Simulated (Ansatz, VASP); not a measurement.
**WSe: VASP beside Ansatz**

```
CELL_PARAMETERS angstrom
3.13146 0.00000 0.00000
0.00000 3.13146 0.00000
0.00000 0.00000 3.13146
ATOMIC_POSITIONS crystal
W 0.00000 0.00000 0.00000
Se 0.50000 0.50000 0.50000
```

Alike in both runs: functional r2SCAN; k mesh 18 × 18 × 18; occupations gaussian, width 0.1 eV; no spin polarisation.

Ansatz relaxed the structure, and its values are those at the end. VASP's run is a single point on that final structure, the one shown.

|  | VASP | Ansatz |
| --- | --- | --- |
| version | VASP 6.6.1 | Ansatz 0.2.0 |
| potentials or method | VASP PAW PBE potentials, release 64 (W_sv, Se), cutoff 520 eV | scalar-relativistic, plane waves, PAW |
| valence electrons in the cell | 20 | 30 |

```tsv
	VASP	Ansatz	Ansatz less VASP
gap on the k mesh at the Fermi level (eV)	none	none	-
pressure (GPa)	0.6	0.0	-0.64
```

VASP's potentials were made for PBE, not for r2SCAN. A gap of «none» marks a metal or a gap that the smearing closes. VASP's potentials hold 20 valence electrons a cell and Ansatz's 30, so a difference there can come from the potentials and not from the codes.

Neither program's run includes spin-orbit coupling.
